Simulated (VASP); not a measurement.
# MnS (I4/mmm) in VASP: single point with PBEsol+U

Aim: the single point of MnS with PBEsol+U.

All numbers are computed with VASP 6.6.1; they aren't measurements. Logs are shortened: lines on timing, memory, paths and dates and some standing lists are left out, and cuts for length are marked.

**1. The cell of the first run**

The typed cell holds 4 atoms: a = 3.689 Å, b = 3.689 Å, c = 5.219 Å, α = 90.00°, β = 90.00°, γ = 90.00°.

**2. Single point, PBEsol+U, collinear spin, antiferromagnetic start**

INCAR

```
ALGO = Normal
EDIFF = 1E-6
ENCUT = 500
GGA = PS
GGA_COMPAT = False
ISIF = 2
ISMEAR = -1
ISPIN = 2
LASPH = True
LCHARG = False
LDAU = True
LDAUJ = 0 0
LDAUL = 2 -1
LDAUPRINT = 1
LDAUTYPE = 2
LDAUU = 3.9 0
LMAXMIX = 4
LORBIT = 11
LREAL = False
LWAVE = False
MAGMOM = 4.92 -4.92 0 0
NBANDS = 31
NELM = 200
PREC = Accurate
SIGMA = 0.05
```

KPOINTS

```
k-points
0
Gamma
  8 8 6
```

POSCAR

```
MnS
1.0
    0.0000000000      2.6084259939     -2.6084259939
    0.0000000000      2.6084259939      2.6084259939
    5.2185570355      0.0000000000      0.0000000000
Mn S
2 2
Direct
    0.0000000000      0.0000000000      0.0000000000
    0.5000000000      0.5000000000      0.5000000000
    0.0000000000      1.0000000000      0.5000000000
    0.5000000000      1.5000000000      1.0000000000
```

Potentials or basis: VASP PAW PBE potentials, release 64 (Mn_pv, S).

Started as:

```sh
> cat potpaw_PBE.64/Mn_pv/POTCAR potpaw_PBE.64/S/POTCAR > POTCAR
> mpirun -np 1 vasp_std > vasp.out
```

OUTCAR:

```text
EDIFF = 1E-6
   ENCUT = 500
   GGA = PS
   ISIF = 2
   ISMEAR = -1
   ISPIN = 2
   LASPH = True
   LORBIT = 11
   LREAL = False
   NELM = 200
   PREC = Accurate

 ion  position               nearest neighbor table
   1  0.000  0.000  0.000-   4 2.61   4 2.61   4 2.61   4 2.61   3 2.61   3 2.61
   2  0.500  0.500  0.500-   3 2.61   3 2.61   3 2.61   3 2.61   4 2.61   4 2.61
   3  0.000  0.000  0.500-   2 2.61   2 2.61   2 2.61   2 2.61   1 2.61   1 2.61
   4  0.500  0.500  0.000-   1 2.61   1 2.61   1 2.61   1 2.61   2 2.61   2 2.61

  LATTYP: Found a simple tetragonal cell.
 ALAT       =     3.6888714170
 C/A-ratio  =     1.4146757763

  Lattice vectors:

 A1 = (   0.0000000000,   2.6084259939,  -2.6084259939)
 A2 = (   0.0000000000,   2.6084259939,   2.6084259939)
 A3 = (   5.2185570355,   0.0000000000,   0.0000000000)

Analysis of symmetry for initial positions (statically):
=====================================================================
 Subroutine PRICEL returns following result:

  LATTYP: Found a body centered tetragonal cell.
 ALAT       =     3.6888714170
 C/A-ratio  =     1.4146757763
[... 12 lines left out ...]
 Subroutine GETGRP returns: Found 16 space group operations
 (whereof 16 operations were pure point group operations)
 out of a pool of 16 trial point group operations.

The static configuration has the point symmetry D_4h.

Analysis of symmetry for dynamics (positions and initial velocities):
=====================================================================
 Subroutine PRICEL returns following result:

  LATTYP: Found a body centered tetragonal cell.
 ALAT       =     3.6888714170
 C/A-ratio  =     1.4146757763
[... 12 lines left out ...]
 Subroutine GETGRP returns: Found 16 space group operations
 (whereof 16 operations were pure point group operations)
 out of a pool of 16 trial point group operations.

The dynamic configuration has the point symmetry D_4h.

Analysis of structural, dynamic, and magnetic symmetry:
=====================================================================
 Subroutine PRICEL returns following result:

  LATTYP: Found a body centered tetragonal cell.
 ALAT       =     3.6888714170
 C/A-ratio  =     1.4146757763
[... 12 lines left out ...]
 Subroutine GETGRP returns: Found 16 space group operations
 (whereof 16 operations were pure point group operations)
 out of a pool of 16 trial point group operations.

The overall configuration has the point symmetry D_4h.

 Subroutine INISYM returns: Found 16 space group operations
 (whereof 16 operations are pure point group operations),
 and found     2 'primitive' translations

----------------------------------------------------------------------------------------

                                     Primitive cell

  volume of cell :      35.5065

  direct lattice vectors                    reciprocal lattice vectors
    -2.609278518  0.000000000 -2.608425994    -0.191623852  0.191686481 -0.191686481
    -2.609278518  0.000000000  2.608425994    -0.191623852  0.191686481  0.191686481
     2.609278518  2.608425994  0.000000000     0.000000000  0.383372962  0.000000000

  length of vectors
     3.689474292  3.689474292  3.689474292     0.331974569  0.331974569  0.383372962

[... 139 lines left out ...]
 -0.0000  0.0160 -0.0000  0.0000  0.0000
 -0.0000 -0.0000  0.0791  0.0000  0.0012
 -0.0000  0.0000  0.0000  0.0172 -0.0000
  0.0000  0.0000  0.0012 -0.0000  0.0777

 occupancies and eigenvectors

  o =  0.0160  v =  0.0000  0.0000  0.0000  0.0000  0.0000  0.0000  1.0000  0.0000 -0.0000 -0.0000      0.0000  0.0000  0.0000  0.0000  0.0000  0.0000  0.0000  0.0000  0.0000  0.0000
  o =  0.0172  v =  0.0000  0.0000  0.0000  0.0000  0.0000 -0.0017 -0.0000 -0.0000 -1.0000 -0.0000      0.0000  0.0000  0.0000  0.0000  0.0000  0.0000  0.0000  0.0000  0.0000  0.0000
  o =  0.0172  v =  0.0000  0.0000  0.0000  0.0000  0.0000  1.0000 -0.0000  0.0000 -0.0017 -0.0000      0.0000  0.0000  0.0000  0.0000  0.0000  0.0000  0.0000  0.0000  0.0000  0.0000
  o =  0.0771  v =  0.0000  0.0000  0.0000  0.0000  0.0000 -0.0000 -0.0000  0.5000  0.0000 -0.8660      0.0000  0.0000  0.0000  0.0000  0.0000  0.0000  0.0000  0.0000  0.0000  0.0000
  o =  0.0798  v =  0.0000  0.0000  0.0000  0.0000  0.0000  0.0000  0.0000 -0.8660 -0.0000 -0.5000      0.0000  0.0000  0.0000  0.0000  0.0000  0.0000  0.0000  0.0000  0.0000  0.0000
  o =  0.9301  v =  1.0000  0.0000  0.0000  0.0000  0.0000  0.0000  0.0000  0.0000  0.0000  0.0000      0.0000  0.0000  0.0000  0.0000  0.0000  0.0000  0.0000  0.0000  0.0000  0.0000
  o =  0.9301  v =  0.0000  0.0000  0.0000  1.0000  0.0000  0.0000  0.0000  0.0000  0.0000  0.0000      0.0000  0.0000  0.0000  0.0000  0.0000  0.0000  0.0000  0.0000  0.0000  0.0000
  o =  0.9322  v =  0.0000 -1.0000  0.0000  0.0000  0.0000  0.0000  0.0000  0.0000  0.0000  0.0000      0.0000  0.0000  0.0000  0.0000  0.0000  0.0000  0.0000  0.0000  0.0000  0.0000
  o =  0.9532  v =  0.0000  0.0000  0.5000 -0.0000 -0.8660  0.0000  0.0000  0.0000  0.0000  0.0000      0.0000  0.0000  0.0000  0.0000  0.0000  0.0000  0.0000  0.0000  0.0000  0.0000
  o =  0.9534  v =  0.0000 -0.0000 -0.8660  0.0000 -0.5000  0.0000  0.0000  0.0000  0.0000  0.0000      0.0000  0.0000  0.0000  0.0000  0.0000  0.0000  0.0000  0.0000  0.0000  0.0000

atom =   2  type =  1  l = 2

 onsite density matrix

spin component  1

  0.0172 -0.0000 -0.0000 -0.0000  0.0000
 -0.0000  0.0160  0.0000 -0.0000 -0.0000
 -0.0000  0.0000  0.0791  0.0000  0.0012
 -0.0000 -0.0000  0.0000  0.0172  0.0000
  0.0000 -0.0000  0.0012  0.0000  0.0777

spin component  2

  0.9301  0.0000  0.0000  0.0000 -0.0000
  0.0000  0.9322  0.0000  0.0000  0.0000
  0.0000  0.0000  0.9533 -0.0000  0.0001
  0.0000  0.0000 -0.0000  0.9301 -0.0000
 -0.0000  0.0000  0.0001 -0.0000  0.9532

 occupancies and eigenvectors

  o =  0.0160  v =  0.0000  1.0000 -0.0000 -0.0000  0.0000  0.0000  0.0000  0.0000  0.0000  0.0000      0.0000  0.0000  0.0000  0.0000  0.0000  0.0000  0.0000  0.0000  0.0000  0.0000
  o =  0.0172  v = -0.0018 -0.0000 -0.0000 -1.0000 -0.0000  0.0000  0.0000  0.0000  0.0000  0.0000      0.0000  0.0000  0.0000  0.0000  0.0000  0.0000  0.0000  0.0000  0.0000  0.0000
  o =  0.0172  v =  1.0000 -0.0000  0.0000 -0.0018 -0.0000  0.0000  0.0000  0.0000  0.0000  0.0000      0.0000  0.0000  0.0000  0.0000  0.0000  0.0000  0.0000  0.0000  0.0000  0.0000
  o =  0.0771  v = -0.0000  0.0000  0.5000  0.0000 -0.8660  0.0000  0.0000  0.0000  0.0000  0.0000      0.0000  0.0000  0.0000  0.0000  0.0000  0.0000  0.0000  0.0000  0.0000  0.0000
  o =  0.0798  v =  0.0000 -0.0000 -0.8660  0.0000 -0.5000  0.0000  0.0000  0.0000  0.0000  0.0000      0.0000  0.0000  0.0000  0.0000  0.0000  0.0000  0.0000  0.0000  0.0000  0.0000
  o =  0.9301  v =  0.0000  0.0000  0.0000  0.0000  0.0000  1.0000  0.0000  0.0000  0.0000  0.0000      0.0000  0.0000  0.0000  0.0000  0.0000  0.0000  0.0000  0.0000  0.0000  0.0000
  o =  0.9301  v =  0.0000  0.0000  0.0000  0.0000  0.0000  0.0000  0.0000 -0.0000 -1.0000 -0.0000      0.0000  0.0000  0.0000  0.0000  0.0000  0.0000  0.0000  0.0000  0.0000  0.0000
  o =  0.9322  v =  0.0000  0.0000  0.0000  0.0000  0.0000  0.0000  1.0000  0.0000  0.0000 -0.0000      0.0000  0.0000  0.0000  0.0000  0.0000  0.0000  0.0000  0.0000  0.0000  0.0000
  o =  0.9532  v =  0.0000  0.0000  0.0000  0.0000  0.0000  0.0000  0.0000 -0.5000  0.0000  0.8660      0.0000  0.0000  0.0000  0.0000  0.0000  0.0000  0.0000  0.0000  0.0000  0.0000
  o =  0.9534  v =  0.0000  0.0000  0.0000  0.0000  0.0000  0.0000 -0.0000  0.8660 -0.0000  0.5000      0.0000  0.0000  0.0000  0.0000  0.0000  0.0000  0.0000  0.0000  0.0000  0.0000

 number of electron      37.9999970 magnetization       0.0000000

 Free energy of the ion-electron system (eV)
  ---------------------------------------------------
  ext. energy  EPLUGINS =         0.00000000
  ---------------------------------------------------
  free energy    TOTEN  =       -27.48987908 eV

  energy without entropy =      -27.48987756  energy(sigma->0) =      -27.48987832

 E-fermi :   6.7659     XC(G=0): -10.7546

 val. band max:        6.2689383855   @ k =   0.5000   0.0000   0.5000
 cond. band min:       7.1816718607   @ k =   0.5000   0.5000   0.0000
 fundamental gap:      0.9127334752
 Fermi energy:         6.7658859892

 spin component 1

 k-point     1 :       0.0000    0.0000    0.0000
  band No.  band energies     occupation
      1     -44.2755      1.00000
      2     -44.2685      1.00000
      3     -44.2685      1.00000
      4     -39.4605      1.00000
      5     -39.4518      1.00000
      6     -39.4518      1.00000
[... 1625 lines left out ...]
     30      14.0024      0.00000
     31      14.5336      0.00000

 [... further k-points ...]

------------------------ aborting loop because EDIFF is reached ----------------------------------------

  FORCE on cell =-STRESS in cart. coord.  units (eV):
  Direction    XX          YY          ZZ          XY          YZ          ZX
  --------------------------------------------------------------------------------------
  -------------------------------------------------------------------------------------
  Total       -0.2883733     -0.3065223     -0.3065223     -0.0000000      0.0000000      0.0000000
  in kB       -6.5062118     -6.9156854     -6.9156854     -0.0000000      0.0000000      0.0000000
  external PRESSURE =      -6.7791942 kB  Pullay stress =       0.0000000 kB

 VOLUME and BASIS-vectors are now :
 -----------------------------------------------------------------------------
  energy-cutoff  :      500.00
  volume of cell :       71.01
      direct lattice vectors                 reciprocal lattice vectors
     0.000000000  2.608425994 -2.608425994     0.000000000  0.191686481 -0.191686481
     0.000000000  2.608425994  2.608425994     0.000000000  0.191686481  0.191686481
     5.218557035  0.000000000  0.000000000     0.191623852  0.000000000  0.000000000

 POSITION                                       TOTAL-FORCE (eV/Angst)
 -----------------------------------------------------------------------------------
      0.00000      0.00000      0.00000         0.000000      0.000000      0.000000
      2.60928      2.60843      0.00000        -0.000000      0.000000      0.000000
      2.60928      0.00000      0.00000         0.000000     -0.000000     -0.000000
      0.00000      2.60843      0.00000         0.000000     -0.000000     -0.000000
 -----------------------------------------------------------------------------------
    total drift:                                0.000000      0.000000      0.000000

  FREE ENERGIE OF THE ION-ELECTRON SYSTEM (eV)
  ---------------------------------------------------
  free  energy   TOTEN  =       -27.4898790792 eV

  energy  without entropy=      -27.4898775643  energy(sigma->0) =      -27.48987832

 total charge

# of ion       s       p       d       tot
------------------------------------------
    1        0.221   6.173   4.888  11.283
    2        0.221   6.173   4.888  11.283
    3        1.315   2.432   0.000   3.747
    4        1.315   2.432   0.000   3.747
--------------------------------------------------
tot          3.073  17.210   9.777  30.060

 magnetization (x)

# of ion       s       p       d       tot
------------------------------------------
    1        0.039   0.036   4.482   4.558
    2       -0.039  -0.036  -4.482  -4.558
    3       -0.007  -0.020   0.000  -0.027
    4        0.007   0.020   0.000   0.027
--------------------------------------------------
tot          0.000   0.000   0.000   0.000
```

Run time: 2.5 min. Hardware: 1 thread of Intel Xeon 8259CL, shared host; peak memory 0.32 GiB.

Results:

| Quantity | Value |
| --- | --- |
| Free energy | -27.4899 eV |
| Pressure | -0.7 GPa |
| Band gap on the k mesh | 0.91 eV |
| Net moment | 0.00 μB per cell |
| Site moments | Mn +4.56, -4.56; S -0.03, +0.03 μB |
| Valence electrons inside the program's atomic spheres | Mn 11.28; S 3.75 |

Eigenvalues of the final occupation matrices:
```csv
site,spin,trace,eigenvalues
site 1 d,1,4.70,0.93 0.93 0.93 0.95 0.95
site 1 d,2,0.21,0.02 0.02 0.02 0.08 0.08
site 2 d,1,0.21,0.02 0.02 0.02 0.08 0.08
site 2 d,2,4.70,0.93 0.93 0.93 0.95 0.95
```

Caveat: the antiferromagnetic order is the one typed at the start, and another may lie lower; the PAW data sets were made with another functional, which shifts forces and pressure a little. The state reached can hang on the start; a lower one may exist.
